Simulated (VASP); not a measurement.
Crystal: Sc2GeTe4.

```
CELL_PARAMETERS angstrom
7.43000 -2.01000 0.00000
7.43000 2.01000 0.00000
-3.16885 0.00000 6.21923
ATOMIC_POSITIONS crystal
Sc 0.74000 0.74000 0.72000
Sc 0.26000 0.26000 0.28000
Ge 0.00000 0.00000 0.00000
Te 0.12000 0.12000 0.45000
Te 0.88000 0.88000 0.55000
Te 0.63500 0.63500 0.97500
Te 0.36500 0.36500 0.02500
```

```yaml
Program: VASP 6.6.1
Task: relaxation of cell and atoms
Functional: PBE
Potentials_or_basis: VASP PAW PBE potentials, release 64 (Sc_sv, Ge_d, Te)
Cutoff: 600 eV
k_mesh: 4 × 4 × 3
Occupations: gaussian, width 0.2 eV
Spin: no spin polarisation
```

At the start: pressure 8.3 GPa; volume 26.54 Å³/atom.

How do energy, volume and symmetry change on relaxing?

Over 8 steps the energy falls by 86.5 meV/atom and the volume is 30.29 Å³/atom (+14.1 %); space group C2/m (No. 12, to 0.1 Å) before and after.

Step by step:
| step | energy change (eV) | largest force (eV/Å) | pressure (GPa) | volume (Å³) |
| --- | --- | --- | --- | --- |
| 1 | 0.0000 | 0.7715 | 8.27 | 185.76 |
| 2 | -0.4169 | 0.6532 | -3.15 | 225.05 |
| 3 | -0.5870 | 0.2954 | 0.04 | 209.81 |
| 4 | -0.5868 | 0.2850 | 0.17 | 209.31 |
| 5 | -0.5952 | 0.1857 | 0.15 | 209.77 |
| 6 | -0.6019 | 0.0855 | 0.14 | 210.56 |
| 7 | -0.6020 | 0.0846 | 0.15 | 210.69 |
| 8 | -0.6056 | 0.0653 | -0.09 | 212.03 |

Final structure:
```
Sc Ge Te
1.0
     7.75211   -2.09301    0.05793
     7.75211    2.09301    0.05793
    -3.25747    0.00000    6.50968
Sc Ge Te
2 1 4
Direct
  0.74008 0.74008 0.71959
  0.25992 0.25992 0.28041
  0.00000 0.00000 0.00000
  0.12147 0.12147 0.45599
  0.87853 0.87853 0.54401
  0.63551 0.63551 0.97602
  0.36449 0.36449 0.02398
```

Caveat: the relaxation stopped at a loose force limit of 0.08 eV/Å, so its end isn't a converged minimum.
